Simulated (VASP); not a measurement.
# AgCl (Fm-3m) in VASP: a series of runs

The runs below take AgCl through single point, with PBEsol.

Everything below comes from runs of VASP 6.6.1. Logs are shortened: lines on timing, memory, paths and dates and some standing lists are left out, and cuts for length are marked.

**1. The cell of the first run**

It takes space group Fm-3m (No. 225, cubic). The conventional cell has a = 5.148 Å, b = 5.148 Å, c = 5.148 Å, α = 90.00°, β = 90.00°, γ = 90.00°. Ag (site symmetry m-3m) has 6 Cl at 2.57 Å within 3.4 Å. Within 3.4 Å of Cl (site symmetry m-3m) lie 6 Ag at 2.57 Å.

**2. Single point, PBEsol**

Input file INCAR:

```
SYSTEM = AgCl
  PREC = Accurate
  ENCUT = 500
  EDIFF = 1E-6
  ISMEAR = 0
  SIGMA = 0.01
  LREAL = .False.
  LASPH = .True.
  NELM = 120
  ALGO = Normal
  ISIF = 2
  LWAVE = .False.
  LCHARG = .False.
  GGA = PS
  NBANDS = 16
  GGA_COMPAT = .False.
```

Input file KPOINTS:

```
regular mesh
0
Gamma
  8 8 8
  0 0 0
```

Input file POSCAR:

```
AgCl
1.0
    0.0000000000      2.5740853734      2.5740853734
    2.5740853734      0.0000000000      2.5740853734
    2.5740853734      2.5740853734      0.0000000000
Ag Cl
1 1
Direct
    0.0000000000      0.0000000000      0.0000000000
    0.5000000000      0.5000000000      0.5000000000
```

Potentials or basis: VASP PAW PBE potentials, release 64 (Ag, Cl).

The run is started by

```bash
> cat potpaw_PBE.64/Ag/POTCAR potpaw_PBE.64/Cl/POTCAR > POTCAR
> mpirun -np 1 vasp_std > vasp.out
```

OUTCAR:

```text
SYSTEM = AgCl
   PREC = Accurate
   ENCUT = 500
   EDIFF = 1E-6
   ISMEAR = 0
   LREAL = .False.
   LASPH = .True.
   NELM = 120
   ISIF = 2
   GGA = PS

 ion  position               nearest neighbor table
   1  0.000  0.000  0.000-   2 2.57   2 2.57   2 2.57   2 2.57   2 2.57   2 2.57
   2  0.500  0.500  0.500-   1 2.57   1 2.57   1 2.57   1 2.57   1 2.57   1 2.57

  LATTYP: Found a face centered cubic cell.
 ALAT       =     5.1481707468

  Lattice vectors:

 A1 = (   0.0000000000,   2.5740853734,   2.5740853734)
 A2 = (   2.5740853734,   0.0000000000,   2.5740853734)
 A3 = (   2.5740853734,   2.5740853734,   0.0000000000)

Analysis of symmetry for initial positions (statically):
=====================================================================
 Subroutine PRICEL returns:
 Original cell was already a primitive cell.

 Routine SETGRP: Setting up the symmetry group for a
 face centered cubic supercell.

 Subroutine GETGRP returns: Found 48 space group operations
 (whereof 48 operations were pure point group operations)
 out of a pool of 48 trial point group operations.

The static configuration has the point symmetry O_h .

Analysis of symmetry for dynamics (positions and initial velocities):
=====================================================================
 Subroutine PRICEL returns:
 Original cell was already a primitive cell.

 Routine SETGRP: Setting up the symmetry group for a
 face centered cubic supercell.

 Subroutine GETGRP returns: Found 48 space group operations
 (whereof 48 operations were pure point group operations)
 out of a pool of 48 trial point group operations.

The dynamic configuration has the point symmetry O_h .

 Subroutine INISYM returns: Found 48 space group operations
 (whereof 48 operations are pure point group operations),
 and found     1 'primitive' translations

----------------------------------------------------------------------------------------

                                     Primitive cell

  volume of cell :      34.1113

  direct lattice vectors                    reciprocal lattice vectors
     0.000000000  2.574085373  2.574085373    -0.194243752  0.194243752  0.194243752
     2.574085373  0.000000000  2.574085373     0.194243752 -0.194243752  0.194243752
     2.574085373  2.574085373  0.000000000     0.194243752  0.194243752 -0.194243752

  length of vectors
     3.640306446  3.640306446  3.640306446     0.336440047  0.336440047  0.336440047

  position of ions in fractional coordinates (direct lattice)
     0.000000000  0.000000000  0.000000000
     0.500000000  0.500000000  0.500000000

  ion indices of the primitive-cell ions
   primitive index   ion index
                 1           1
                 2           2

----------------------------------------------------------------------------------------

 KPOINTS: regular mesh

Automatic generation of k-mesh.
 Grid dimensions read from file:
 generate k-points for:    8    8    8

 Generating k-lattice:

  Cartesian coordinates                     Fractional coordinates (reciprocal lattice)
    -0.024280469  0.024280469  0.024280469     0.125000000  0.000000000  0.000000000
     0.024280469 -0.024280469  0.024280469     0.000000000  0.125000000  0.000000000
     0.024280469  0.024280469 -0.024280469     0.000000000  0.000000000  0.125000000

  Length of vectors
     0.042055006  0.042055006  0.042055006

  Shift w.r.t. Gamma in fractional coordinates (k-lattice)
     0.000000000  0.000000000  0.000000000

 Subroutine IBZKPT returns following result:
 ===========================================

 Found     29 irreducible k-points:

 Following reciprocal coordinates:
            Coordinates               Weight
  0.000000  0.000000  0.000000      1.000000
  0.125000  0.000000  0.000000      8.000000
  0.250000  0.000000  0.000000      8.000000
  0.375000  0.000000  0.000000      8.000000
  0.500000  0.000000  0.000000      4.000000
  0.125000  0.125000  0.000000      6.000000
[... 16 lines left out ...]
  0.500000  0.250000  0.125000     48.000000
 -0.375000  0.250000  0.125000     24.000000
 [... further k-points ...]
   k-points           NKPTS =     29   k-points in BZ     NKDIM =     29   number of bands    NBANDS=     16
   number of dos      NEDOS =    301   number of ions     NIONS =      2
   total plane-waves  NPLWV =  21952
   dimension x,y,z NGX =    28 NGY =   28 NGZ =   28
   dimension x,y,z NGXF=    56 NGYF=   56 NGZF=   56
   ions per type =               1   1
   NGX,Y,Z   is equivalent  to a cutoff of  12.79, 12.79, 12.79 a.u.
   NGXF,Y,Z  is equivalent  to a cutoff of  25.57, 25.57, 25.57 a.u.
 SYSTEM =  AgCl
   PREC   = accura    normal or accurate (medium, high low for compatibility)
   ISTART =      0    job   : 0-new  1-cont  2-samecut
   ICHARG =      2    charge: 1-file 2-atom 10-const
   ISPIN  =      1    spin polarized calculation?
   LNONCOLLINEAR =      F non collinear calculations
   LSORBIT =      F    spin-orbit coupling
   LASPH  =      T    aspherical Exc in radial PAW
   ENCUT  =  500.0 eV  36.75 Ry    6.06 a.u.   6.64  6.64  6.64*2*pi/ulx,y,z
   NELM   =    120;   NELMIN=  2; NELMDL= -5     # of ELM steps
   EDIFF  = 0.1E-05   stopping-criterion for ELM
   LREAL  =      F    real-space projection
   EDIFFG = 0.1E-04   stopping-criterion for IOM
   NSW    =      0    number of steps for IOM
   IBRION =     -1    ionic relax: 0-MD 1-quasi-New 2-CG
   NFREE  =      0    steps in history (QN), initial steepest desc. (CG)
   ISIF   =      2    stress and relaxation
   ISYM   =      2    0-nonsym 1-usesym 2-fastsym
   POTIM  = 0.5000    time-step for ionic-motion
   TEBEG  =    0.0;   TEEND  =   0.0 temperature during run
   PSTRESS=    0.0 pullay stress
   NELECT =      18.0000    total number of electrons
   NUPDOWN=      -1.0000    fix difference up-down
   EMIN   =  10.00;   EMAX   =-10.00  energy-range for DOS
   EFERMI =   0.00;   METHOD = LEGACY
   ISMEAR =     0;   SIGMA  =   0.01  broadening in eV -4-tet -1-fermi 0-gaus
   EFERMI_NEDOS =   21; number of points for ismear=-14 and -15
   IALGO  =     38    algorithm
   IMIX   =      4    mixing-type and parameters
     AMIX     =   0.40;   BMIX     =  1.00
     AMIX_MAG =   1.60;   BMIX_MAG =  1.00
  volume/ion in A,a.u.               =      17.06       115.10
  Fermi-wavevector in a.u.,A,eV,Ry     =   1.322917  2.499951 23.811697  1.750110
  Thomas-Fermi vector in A             =   2.452563
   LORBIT       =      0    0 simple, 1 ext, 2 COOP (PROOUT), +10 PAW based schemes
   GGA     = PS    functional components
   LHFCALC =     F    Hartree Fock is set to
   AEXX    =    0.0000 exact exchange contribution
   IVDW    =     0    specifies the selected vdW correction
   LEPSILON=     F    determine dielectric tensor
   LRPA    =     F    only Hartree local field effects (RPA)
 non-spin polarized calculation
 Gauss-broadening in eV      SIGMA  =   0.01
  energy-cutoff  :      500.00
  volume of cell :       34.11
 maximum number of plane-waves:       893
   NGX = 13   NGY = 13   NGZ = 13

 number of electron      18.0000005 magnetization

 Free energy of the ion-electron system (eV)
  ---------------------------------------------------
  ext. energy  EPLUGINS =         0.00000000
  ---------------------------------------------------
  free energy    TOTEN  =        -5.81420540 eV

  energy without entropy =       -5.81420540  energy(sigma->0) =       -5.81420540

 E-fermi :   6.9673     XC(G=0): -11.4200

 val. band max:        6.9261834766   @ k =   0.5000   0.0000   0.0000
 cond. band min:       7.7288468639   @ k =   0.0000   0.0000   0.0000
 fundamental gap:      0.8026633873
 Fermi energy:         6.9672621700

 k-point     1 :       0.0000    0.0000    0.0000
  band No.  band energies     occupation
      1      -9.9662      2.00000
      2       3.2820      2.00000
      3       3.2820      2.00000
      4       3.2820      2.00000
      5       3.3423      2.00000
      6       3.3423      2.00000
[... 8 lines left out ...]
     15      21.2078      0.00000
     16      21.2078      0.00000

 k-point     2 :       0.1250    0.0000    0.0000
  band No.  band energies     occupation
      1      -9.8575      2.00000
      2       2.3861      2.00000
      3       2.4521      2.00000
      4       2.4521      2.00000
      5       3.3752      2.00000
      6       3.3752      2.00000
[... 8 lines left out ...]
     15      19.3423      0.00000
     16      19.6593      0.00000

 k-point     3 :       0.2500    0.0000    0.0000
  band No.  band energies     occupation
      1      -9.5764      2.00000
      2       0.9965      2.00000
      3       1.6777      2.00000
      4       1.6777      2.00000
      5       3.5939      2.00000
      6       3.5939      2.00000
[... 8 lines left out ...]
     15      19.2117      0.00000
     16      20.0269      0.00000

 k-point     4 :       0.3750    0.0000    0.0000
  band No.  band energies     occupation
      1      -9.2627      2.00000
      2      -0.0929      2.00000
      3       1.1885      2.00000
      4       1.1885      2.00000
      5       3.8278      2.00000
      6       3.8278      2.00000
[... 8 lines left out ...]
     15      19.9432      0.00000
     16      20.4139      0.00000

 k-point     5 :       0.5000    0.0000    0.0000
  band No.  band energies     occupation
      1      -9.1207      2.00000
      2      -0.5055      2.00000
      3       1.0216      2.00000
      4       1.0216      2.00000
      5       3.9296      2.00000
      6       3.9296      2.00000
[... 8 lines left out ...]
     15      20.4387      0.00000
     16      21.0700      0.00000

 k-point     6 :       0.1250    0.1250    0.0000
  band No.  band energies     occupation
      1      -9.8257      2.00000
      2       1.7457      2.00000
      3       2.8210      2.00000
      4       2.8210      2.00000
      5       3.1919      2.00000
      6       3.3881      2.00000
[... 8 lines left out ...]
     15      20.5928      0.00000
     16      21.3593      0.00000

 k-point     7 :       0.2500    0.1250    0.0000
  band No.  band energies     occupation
      1      -9.6138      2.00000
      2       0.9679      2.00000
      3       2.0668      2.00000
      4       2.1758      2.00000
      5       3.3136      2.00000
      6       3.6148      2.00000
[... 8 lines left out ...]
     15      20.7268      0.00000
     16      21.4667      0.00000

 k-point     8 :       0.3750    0.1250    0.0000
  band No.  band energies     occupation
      1      -9.3228      2.00000
      2       0.2222      2.00000
      3       1.2972      2.00000
      4       1.5247      2.00000
      5       3.5668      2.00000
      6       3.8641      2.00000
[... 8 lines left out ...]
     15      20.8081      0.00000
     16      21.4720      0.00000

 k-point     9 :       0.5000    0.1250    0.0000
  band No.  band energies     occupation
      1      -9.1256      2.00000
      2      -0.2710      2.00000
      3       1.0244      2.00000
      4       1.1445      2.00000
      5       3.8199      2.00000
      6       3.9524      2.00000
[... 8 lines left out ...]
     15      20.6527      0.00000
     16      22.0695      0.00000
[... 172 lines left out ...]
 k-point    19 :       0.5000    0.3750    0.0000
  band No.  band energies     occupation
      1      -9.1423      2.00000
      2       0.6198      2.00000
      3       1.7805      2.00000
      4       2.0665      2.00000
      5       3.1332      2.00000
      6       4.0357      2.00000
[... 8 lines left out ...]
     15      21.8751      0.00000
     16      22.7515      0.00000

 k-point    20 :      -0.3750    0.3750    0.0000
  band No.  band energies     occupation
      1      -9.0819      2.00000
      2       0.8664      2.00000
      3       0.8763      2.00000
      4       1.5344      2.00000
      5       3.5225      2.00000
      6       4.0261      2.00000
[... 8 lines left out ...]
     15      20.3756      0.00000
     16      23.5944      0.00000

 k-point    21 :       0.5000    0.5000    0.0000
  band No.  band energies     occupation
      1      -9.1446      2.00000
      2       0.6826      2.00000
      3       2.5106      2.00000
      4       2.5106      2.00000
      5       2.6903      2.00000
      6       3.6629      2.00000
[... 8 lines left out ...]
     15      22.0937      0.00000
     16      22.0937      0.00000

 k-point    22 :       0.3750    0.2500    0.1250
  band No.  band energies     occupation
      1      -9.4079      2.00000
      2       0.4706      2.00000
      3       1.5805      2.00000
      4       1.9757      2.00000
      5       3.4402      2.00000
      6       3.7891      2.00000
[... 8 lines left out ...]
     15      21.3330      0.00000
     16      23.1735      0.00000

 k-point    23 :       0.5000    0.2500    0.1250
  band No.  band energies     occupation
      1      -9.1879      2.00000
      2       0.1499      2.00000
      3       1.1765      2.00000
      4       1.4561      2.00000
      5       3.6533      2.00000
      6       3.9426      2.00000
[... 8 lines left out ...]
     15      21.5424      0.00000
     16      23.0762      0.00000

 k-point    24 :      -0.3750    0.2500    0.1250
  band No.  band energies     occupation
      1      -9.0920      2.00000
      2       0.0384      2.00000
      3       1.0654      2.00000
      4       1.1764      2.00000
      5       3.8226      2.00000
      6       3.9230      2.00000
[... 8 lines left out ...]
     15      20.9880      0.00000
     16      22.5857      0.00000

 [... further k-points ...]

------------------------ aborting loop because EDIFF is reached ----------------------------------------

  FORCE on cell =-STRESS in cart. coord.  units (eV):
  Direction    XX          YY          ZZ          XY          YZ          ZX
  --------------------------------------------------------------------------------------
  -------------------------------------------------------------------------------------
  Total        3.1741621      3.1741621      3.1741621      0.0000000      0.0000000     -0.0000000
  in kB      149.0873681    149.0873681    149.0873681      0.0000000      0.0000000     -0.0000000
  external PRESSURE =     149.0873681 kB  Pullay stress =       0.0000000 kB

 VOLUME and BASIS-vectors are now :
 -----------------------------------------------------------------------------
  energy-cutoff  :      500.00
  volume of cell :       34.11
      direct lattice vectors                 reciprocal lattice vectors
     0.000000000  2.574085373  2.574085373    -0.194243752  0.194243752  0.194243752
     2.574085373  0.000000000  2.574085373     0.194243752 -0.194243752  0.194243752
     2.574085373  2.574085373  0.000000000     0.194243752  0.194243752 -0.194243752

 POSITION                                       TOTAL-FORCE (eV/Angst)
 -----------------------------------------------------------------------------------
      0.00000      0.00000      0.00000        -0.000000      0.000000      0.000000
      2.57409      2.57409      2.57409         0.000000     -0.000000     -0.000000
 -----------------------------------------------------------------------------------
    total drift:                                0.000000      0.000000      0.000000

  FREE ENERGIE OF THE ION-ELECTRON SYSTEM (eV)
  ---------------------------------------------------
  free  energy   TOTEN  =        -5.8142053983 eV

  energy  without entropy=       -5.8142053983  energy(sigma->0) =       -5.81420540
```

Run time: 6.8 s. Hardware: 1 thread of Intel Xeon 6975P-C (Granite Rapids), shared host; peak memory 0.16 GiB.

What came out:

| Property | Result |
| --- | --- |
| Free energy | -5.8142 eV |
| Pressure | 14.9 GPa |
| Band gap on the k mesh | 0.80 eV (least direct gap 3.31 eV) |

Caveat: the cell stands under pressure; the PAW data sets were made with another functional, which shifts forces and pressure a little. A k mesh can miss the band edges.

**3. Single point, PBEsol**

This run uses another cell than the first one, of 17.81 Å³/atom.

Input file INCAR:

```
PREC = Accurate
ENCUT = 500
EDIFF = 1E-6
ISMEAR = 0
SIGMA = 0.01
LREAL = F
LASPH = T
NELM = 120
ALGO = Normal
ISIF = 2
LWAVE = F
LCHARG = F
GGA = PS
NBANDS = 16
GGA_COMPAT = F
```

Input file KPOINTS:

```
regular mesh
0
Gamma
  8 8 8
```

Input file POSCAR:

```
AgCl
1.0
    0.0000000000      2.6114069817      2.6114069817
    2.6114069817      0.0000000000      2.6114069817
    2.6114069817      2.6114069817      0.0000000000
Ag Cl
1 1
Direct
    0.0000000000      0.0000000000      0.0000000000
    0.5000000000      0.5000000000      0.5000000000
```

Potentials or basis: VASP PAW PBE potentials, release 64 (Ag, Cl).

The run is started by

```bash
> cat potpaw_PBE.64/Ag/POTCAR potpaw_PBE.64/Cl/POTCAR > POTCAR
> mpirun -np 1 vasp_std > vasp.out
```

Wall time 6.6 s (1 thread of Intel Xeon 6975P-C (Granite Rapids), shared host); peak memory 0.16 GiB.

Results (log left out):

```
Free energy            : -5.9305 eV
Pressure               : 9.9 GPa
Band gap on the k mesh : 0.77 eV (least direct gap 3.47 eV)
```

Levels at points of the mesh, in eV from the valence-band top:
```
           k point  band 6  band 7  band 8  band 9  band 10  band 11  band 12  band 13
(0.00, 0.00, 0.00)   -3.32   -3.13   -3.13   -3.13     0.77    10.67    10.67    10.67
(0.50, 0.00, 0.00)   -2.79   -2.36    0.00    0.00     3.47     7.11     7.11     7.53
(0.50, 0.50, 0.00)   -3.03   -2.61   -2.61   -2.35     1.88     7.60     9.09    12.32
```

Caveat: the cell stands under pressure; the PAW data sets were made with another functional, which shifts forces and pressure a little. A k mesh can miss the band edges.
